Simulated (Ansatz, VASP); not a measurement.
## One calculation of Sr, two programs

```
Sr
1.0
     4.19548    0.00000    0.00000
    -2.09774    3.63339    0.00000
     0.00000    0.00000    6.89363
Sr
2
Direct
  0.33333 0.66667 0.25000
  0.66667 0.33333 0.75000
```

Alike in both runs: functional PBE; dispersion D3(BJ); k mesh 12 × 12 × 6; occupations gaussian, width 0.1 eV; no spin polarisation.

Ansatz relaxed the structure, and its values are those at the end. VASP's run is a single point on that final structure, the one shown.

|  | VASP | Ansatz |
| --- | --- | --- |
| version | VASP 6.6.1 | Ansatz 0.2.0 |
| potentials or method | VASP PAW PBE potentials, release 64 (Sr_sv), cutoff 520 eV | scalar-relativistic, plane waves, PAW |
| valence electrons in the cell | 20 | 20 |

|  | VASP | Ansatz | Ansatz less VASP |
| --- | --- | --- | --- |
| gap on the k mesh at the Fermi level (eV) | none | none | - |
| pressure (GPa) | 0.0 | 0.0 | -0.01 |

A gap of «none» marks a metal or a gap that the smearing closes.
